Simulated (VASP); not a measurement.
# TiO2 (P4_2/mnm) in VASP: single point with PBE

Aim: the single point of TiO2 with PBE.

Everything below comes from runs of VASP 6.6.1. Logs are shortened: lines on timing, memory, paths and dates and some standing lists are left out, and cuts for length are marked.

**Measured values to compare with.**

“Shallow Valence Band of Rutile GeO2 and P-type Doping”, 2020, arxiv:2011.08928 quotes, for a bulk crystal of TiO2 at 1.6 K: band gap 3.03 eV (direct).

The results are compared with them further down.

**1. The cell of the first run**

Symmetry: P4_2/mnm, No. 136, tetragonal system. The conventional cell has a = 4.643 Å, b = 4.643 Å, c = 2.964 Å, α = 90.00°, β = 90.00°, γ = 90.00°. Within 2.6 Å of Ti (site symmetry mmm) lie 6 O at 1.96 to 2.00 Å. O (site symmetry m2m) has 3 Ti at 1.96 to 2.00 Å and 1 O at 2.56 Å within 2.6 Å.

**2. Single point, PBE**

The input, INCAR:

```
SYSTEM = TiO2
PREC = Accurate
ENCUT = 520
EDIFF = 1E-7
ISMEAR = 0
SIGMA = 0.01
LREAL = .FALSE.
LASPH = .TRUE.
NELM = 80
ALGO = Normal
ISIF = 2
LWAVE = .FALSE.
LCHARG = .FALSE.
GGA = PE
NBANDS = 33
```

The input, KPOINTS:

```
regular mesh
0
G
  4 4 6
  0 0 0
```

The input, POSCAR:

```
TiO2
1.0
    4.6430357893      0.0000000000      0.0000000000
    0.0000000000      4.6430357893      0.0000000000
    0.0000000000      0.0000000000      2.9641676547
Ti O
2 4
Direct
    0.0000000000      0.0000000000      0.0000000000
    0.5000000000      0.5000000000      0.5000000000
    0.3051295095      0.3051295095      0.0000000000
    0.1948704905      0.8051295095      0.5000000000
    0.6948704905      0.6948704905      0.0000000000
    0.8051295095      0.1948704905      0.5000000000
```

Potentials or basis: VASP PAW PBE potentials, release 64 (Ti_sv, O).

On the command line:

```bash
cat potpaw_PBE.64/Ti_sv/POTCAR potpaw_PBE.64/O/POTCAR > POTCAR
mpirun -np 1 vasp_std > vasp.out
```

OUTCAR:

```text
SYSTEM = TiO2
   PREC = Accurate
   ENCUT = 520
   EDIFF = 1E-7
   ISMEAR = 0
   LREAL = .FALSE.
   LASPH = .TRUE.
   NELM = 80
   ISIF = 2
   GGA = PE

 ion  position               nearest neighbor table
   1  0.000  0.000  0.000-   4 1.96   6 1.96   4 1.96   6 1.96   5 2.00   3 2.00
   2  0.500  0.500  0.500-   3 1.96   5 1.96   3 1.96   5 1.96   4 2.00   6 2.00
   3  0.305  0.305  0.000-   2 1.96   2 1.96   1 2.00
   4  0.195  0.805  0.500-   1 1.96   1 1.96   2 2.00
   5  0.695  0.695  0.000-   2 1.96   2 1.96   1 2.00
   6  0.805  0.195  0.500-   1 1.96   1 1.96   2 2.00

  LATTYP: Found a simple tetragonal cell.
 ALAT       =     4.6430357893
 C/A-ratio  =     0.6384115456

  Lattice vectors:

 A1 = (   4.6430357893,   0.0000000000,   0.0000000000)
 A2 = (   0.0000000000,   4.6430357893,   0.0000000000)
 A3 = (   0.0000000000,   0.0000000000,   2.9641676547)

Analysis of symmetry for initial positions (statically):
=====================================================================
 Subroutine PRICEL returns:
 Original cell was already a primitive cell.

 Routine SETGRP: Setting up the symmetry group for a
 simple tetragonal supercell.

 Subroutine GETGRP returns: Found 16 space group operations
 (whereof  8 operations were pure point group operations)
 out of a pool of 16 trial point group operations.

The static configuration has the point symmetry D_2h.
 The point group associated with its full space group is D_4h.

Analysis of symmetry for dynamics (positions and initial velocities):
=====================================================================
 Subroutine PRICEL returns:
 Original cell was already a primitive cell.

 Routine SETGRP: Setting up the symmetry group for a
 simple tetragonal supercell.

 Subroutine GETGRP returns: Found 16 space group operations
 (whereof  8 operations were pure point group operations)
 out of a pool of 16 trial point group operations.

The dynamic configuration has the point symmetry D_2h.
 The point group associated with its full space group is D_4h.

 Subroutine INISYM returns: Found 16 space group operations
 (whereof  8 operations are pure point group operations),
 and found     1 'primitive' translations

----------------------------------------------------------------------------------------

                                     Primitive cell

  volume of cell :      63.9009

  direct lattice vectors                    reciprocal lattice vectors
     4.643035789  0.000000000  0.000000000     0.215376328  0.000000000  0.000000000
     0.000000000  4.643035789  0.000000000     0.000000000  0.215376328  0.000000000
     0.000000000  0.000000000  2.964167655     0.000000000  0.000000000  0.337362834

  length of vectors
     4.643035789  4.643035789  2.964167655     0.215376328  0.215376328  0.337362834

  position of ions in fractional coordinates (direct lattice)
     0.000000000  0.000000000  0.000000000
     0.500000000  0.500000000  0.500000000
     0.305129509  0.305129509  0.000000000
     0.194870491  0.805129509  0.500000000
     0.694870491  0.694870491  0.000000000
     0.805129509  0.194870491  0.500000000

  ion indices of the primitive-cell ions
   primitive index   ion index
                 1           1
                 2           2
                 3           3
                 4           4
                 5           5
                 6           6

----------------------------------------------------------------------------------------

 KPOINTS: regular mesh

Automatic generation of k-mesh.
 Grid dimensions read from file:
 generate k-points for:    4    4    6

 Generating k-lattice:

  Cartesian coordinates                     Fractional coordinates (reciprocal lattice)
     0.053844082  0.000000000  0.000000000     0.250000000  0.000000000  0.000000000
     0.000000000  0.053844082  0.000000000     0.000000000  0.250000000  0.000000000
     0.000000000  0.000000000  0.056227139     0.000000000  0.000000000  0.166666667

  Length of vectors
     0.053844082  0.053844082  0.056227139

  Shift w.r.t. Gamma in fractional coordinates (k-lattice)
     0.000000000  0.000000000  0.000000000

 Subroutine IBZKPT returns following result:
 ===========================================

 Found     24 irreducible k-points:

 Following reciprocal coordinates:
            Coordinates               Weight
  0.000000  0.000000  0.000000      1.000000
  0.250000  0.000000  0.000000      4.000000
  0.500000  0.000000  0.000000      2.000000
  0.250000  0.250000  0.000000      4.000000
  0.500000  0.250000  0.000000      4.000000
  0.500000  0.500000  0.000000      1.000000
[... 16 lines left out ...]
  0.500000  0.250000  0.500000      4.000000
  0.500000  0.500000  0.500000      1.000000
   k-points           NKPTS =     24   k-points in BZ     NKDIM =     24   number of bands    NBANDS=     33
   number of dos      NEDOS =    301   number of ions     NIONS =      6
   total plane-waves  NPLWV =  31104
   dimension x,y,z NGX =    36 NGY =   36 NGZ =   24
   dimension x,y,z NGXF=    72 NGYF=   72 NGZF=   48
   ions per type =               2   4
   NGX,Y,Z   is equivalent  to a cutoff of  12.89, 12.89, 13.46 a.u.
   NGXF,Y,Z  is equivalent  to a cutoff of  25.78, 25.78, 26.92 a.u.
 SYSTEM =  TiO2
   PREC   = accura    normal or accurate (medium, high low for compatibility)
   ISTART =      0    job   : 0-new  1-cont  2-samecut
   ICHARG =      2    charge: 1-file 2-atom 10-const
   ISPIN  =      1    spin polarized calculation?
   LNONCOLLINEAR =      F non collinear calculations
   LSORBIT =      F    spin-orbit coupling
   LASPH  =      T    aspherical Exc in radial PAW
   ENCUT  =  520.0 eV  38.22 Ry    6.18 a.u.   8.63  8.63  5.51*2*pi/ulx,y,z
   NELM   =     80;   NELMIN=  2; NELMDL= -5     # of ELM steps
   EDIFF  = 0.1E-06   stopping-criterion for ELM
   LREAL  =      F    real-space projection
   EDIFFG = 0.1E-05   stopping-criterion for IOM
   NSW    =      0    number of steps for IOM
   IBRION =     -1    ionic relax: 0-MD 1-quasi-New 2-CG
   NFREE  =      0    steps in history (QN), initial steepest desc. (CG)
   ISIF   =      2    stress and relaxation
   ISYM   =      2    0-nonsym 1-usesym 2-fastsym
   POTIM  = 0.5000    time-step for ionic-motion
   TEBEG  =    0.0;   TEEND  =   0.0 temperature during run
   PSTRESS=    0.0 pullay stress
   NELECT =      48.0000    total number of electrons
   NUPDOWN=      -1.0000    fix difference up-down
   EMIN   =  10.00;   EMAX   =-10.00  energy-range for DOS
   EFERMI =   0.00;   METHOD = LEGACY
   ISMEAR =     0;   SIGMA  =   0.01  broadening in eV -4-tet -1-fermi 0-gaus
   EFERMI_NEDOS =   21; number of points for ismear=-14 and -15
   IALGO  =     38    algorithm
   IMIX   =      4    mixing-type and parameters
     AMIX     =   0.40;   BMIX     =  1.00
     AMIX_MAG =   1.60;   BMIX_MAG =  1.00
  volume/ion in A,a.u.               =      10.65        71.87
  Fermi-wavevector in a.u.,A,eV,Ry     =   1.488171  2.812236 30.132200  2.214654
  Thomas-Fermi vector in A             =   2.601240
   LORBIT       =      0    0 simple, 1 ext, 2 COOP (PROOUT), +10 PAW based schemes
   GGA     = PE    functional components
   LHFCALC =     F    Hartree Fock is set to
   AEXX    =    0.0000 exact exchange contribution
   IVDW    =     0    specifies the selected vdW correction
   LEPSILON=     F    determine dielectric tensor
   LRPA    =     F    only Hartree local field effects (RPA)
 non-spin polarized calculation
 Gauss-broadening in eV      SIGMA  =   0.01
  energy-cutoff  :      520.00
  volume of cell :       63.90
 maximum number of plane-waves:      1731
 NGX is ok and might be reduce to    36
   NGX = 17   NGY = 17   NGZ = 11

 number of electron      48.0000021 magnetization

 Free energy of the ion-electron system (eV)
  ---------------------------------------------------
  ext. energy  EPLUGINS =         0.00000000
  ---------------------------------------------------
  free energy    TOTEN  =       -53.67507813 eV

  energy without entropy =      -53.67507813  energy(sigma->0) =      -53.67507813

 E-fermi :   4.6966     XC(G=0): -11.2847

 val. band max:        4.5779048041   @ k =   0.0000   0.0000   0.0000
 cond. band min:       6.4121300289   @ k =   0.0000   0.0000   0.0000
 fundamental gap:      1.8342252248
 Fermi energy:         4.6966318354

 k-point     1 :       0.0000    0.0000    0.0000
  band No.  band energies     occupation
      1     -52.3825      2.00000
      2     -52.3677      2.00000
      3     -28.6695      2.00000
      4     -28.6695      2.00000
      5     -28.5194      2.00000
      6     -28.5194      2.00000
[... 25 lines left out ...]
     32      11.0479      0.00000
     33      11.0481      0.00000

 k-point     2 :       0.2500    0.0000    0.0000
  band No.  band energies     occupation
      1     -52.3803      2.00000
      2     -52.3698      2.00000
      3     -28.6526      2.00000
      4     -28.6513      2.00000
      5     -28.5393      2.00000
      6     -28.5379      2.00000
[... 25 lines left out ...]
     32      10.8757      0.00000
     33      10.9061      0.00000

 k-point     3 :       0.5000    0.0000    0.0000
  band No.  band energies     occupation
      1     -52.3751      2.00000
      2     -52.3751      2.00000
      3     -28.6245      2.00000
      4     -28.6245      2.00000
      5     -28.5678      2.00000
      6     -28.5678      2.00000
[... 25 lines left out ...]
     32      10.4558      0.00000
     33      10.7203      0.00000

 k-point     4 :       0.2500    0.2500    0.0000
  band No.  band energies     occupation
      1     -52.3788      2.00000
      2     -52.3714      2.00000
      3     -28.6747      2.00000
      4     -28.6249      2.00000
      5     -28.5674      2.00000
      6     -28.5161      2.00000
[... 673 lines left out ...]
     32      10.2282      0.00000
     33      10.4779      0.00000

 k-point    23 :       0.5000    0.2500    0.5000
  band No.  band energies     occupation
      1     -52.3364      2.00000
      2     -52.3364      2.00000
      3     -28.8951      2.00000
      4     -28.8951      2.00000
      5     -28.5306      2.00000
      6     -28.5306      2.00000
[... 25 lines left out ...]
     32       9.6379      0.00000
     33      11.1759      0.00000

 k-point    24 :       0.5000    0.5000    0.5000
  band No.  band energies     occupation
      1     -52.3363      2.00000
      2     -52.3363      2.00000
      3     -28.8902      2.00000
      4     -28.8902      2.00000
      5     -28.5356      2.00000
      6     -28.5356      2.00000
[... 25 lines left out ...]
     32      10.2894      0.00000
     33      10.4641      0.00000

------------------------ aborting loop because EDIFF is reached ----------------------------------------

  FORCE on cell =-STRESS in cart. coord.  units (eV):
  Direction    XX          YY          ZZ          XY          YZ          ZX
  --------------------------------------------------------------------------------------
  -------------------------------------------------------------------------------------
  Total        0.2198988      0.2198988      0.3489189      0.0000000      0.0000000      0.0000000
  in kB        5.5134908      5.5134908      8.7483913      0.0000000      0.0000000      0.0000000
  external PRESSURE =       6.5917910 kB  Pullay stress =       0.0000000 kB

 VOLUME and BASIS-vectors are now :
 -----------------------------------------------------------------------------
  energy-cutoff  :      520.00
  volume of cell :       63.90
      direct lattice vectors                 reciprocal lattice vectors
     4.643035789  0.000000000  0.000000000     0.215376328  0.000000000  0.000000000
     0.000000000  4.643035789  0.000000000     0.000000000  0.215376328  0.000000000
     0.000000000  0.000000000  2.964167655     0.000000000  0.000000000  0.337362834

 POSITION                                       TOTAL-FORCE (eV/Angst)
 -----------------------------------------------------------------------------------
      0.00000      0.00000      0.00000        -0.000000      0.000000     -0.000000
      2.32152      2.32152      1.48208        -0.000000      0.000000     -0.000000
      1.41673      1.41673      0.00000        -0.020254     -0.020254      0.000000
      0.90479      3.73825      1.48208         0.020254     -0.020254     -0.000000
      3.22631      3.22631      0.00000         0.020254      0.020254     -0.000000
      3.73825      0.90479      1.48208        -0.020254      0.020254     -0.000000
 -----------------------------------------------------------------------------------
    total drift:                                0.000000     -0.000000      0.000000

  FREE ENERGIE OF THE ION-ELECTRON SYSTEM (eV)
  ---------------------------------------------------
  free  energy   TOTEN  =       -53.6750781285 eV

  energy  without entropy=      -53.6750781285  energy(sigma->0) =      -53.67507813
```

Run time: 79 s. Hardware: 1 thread of Intel Xeon 8259CL, shared host; peak memory 0.19 GiB.

Results:

```yaml
Free_energy: -53.6751 eV
Pressure: 0.7 GPa
Largest_force: 0.029 eV/Å
Band_gap_on_the_k_mesh: 1.83 eV
```

Forces in eV/Å, atoms in the order of the input:
```
Ti   0.000  0.000  0.000
Ti   0.000  0.000  0.000
O   -0.020 -0.020  0.000
O    0.020 -0.020  0.000
O    0.020  0.020  0.000
O   -0.020  0.020  0.000
```

Stress tensor (GPa, compression positive):
```
0.55 0.00 0.00
0.00 0.55 0.00
0.00 0.00 0.87
```

**3. How close it comes**

Step 2. Measured gap of TiO2: 3.03 eV (direct; 1.6 K; quoted in “Shallow Valence Band of Rutile GeO2 and P-type Doping”, 2020, arxiv:2011.08928). This calculation gives 1.83 eV (-1.20 eV). 2 values of this kind are on record in papers (3.03 to 3.05 eV); this one was drawn at random among those near their median. The value is that of PBE on a finite k mesh, which can miss the band edges, without temperature or zero-point motion. Semilocal functionals fall short of measured gaps as a rule.
